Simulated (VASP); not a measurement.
MnS, 2 atoms in the cell. The structure is cubic, space group Fm-3m (No. 225). Conventional cell: a = 5.174 Å, b = 5.174 Å, c = 5.174 Å, α = 90.00°, β = 90.00°, γ = 90.00°. Within 3.4 Å of Mn (site symmetry m-3m) lie 6 S at 2.59 Å. S (site symmetry m-3m) has 6 Mn at 2.59 Å within 3.4 Å. 

| Property | Result |
| --- | --- |
| Program | VASP 6.6.1 |
| Task | single point |
| Functional | PBE |
| Dispersion | D3(BJ) |
| Potentials or basis | VASP PAW PBE potentials, release 64 (Mn_pv, S) |
| Cutoff | 520 eV |
| k mesh | 9 × 9 × 9 |
| Occupations | fermi-dirac, width 0.05 eV |
| Spin | collinear spin, ferromagnetic start |
| Starting moments | [4.0, 0.0] μB |
| Dipole correction | no |
| Further INCAR settings | ALGO = Normal; EDIFF = 1e-06; NBANDS = 20 |

Potentials or basis: VASP PAW PBE potentials, release 64 (Mn_pv, S).

Run with:

```console
$ cat potpaw_PBE.64/Mn_pv/POTCAR potpaw_PBE.64/S/POTCAR > POTCAR
$ mpirun -np 1 vasp_std > vasp.out
```

Hardware: 1 thread of Intel(R) Xeon(R) Platinum 8488C (Sapphire Rapids), with other jobs on the host.

Problem. How long does it take, and how much memory?

Solution. Run time: 31 s on 1 thread of Intel(R) Xeon(R) Platinum 8488C (Sapphire Rapids), on a shared host, peak memory 0.19 GiB. Counts: scf iterations 15, k points 35.
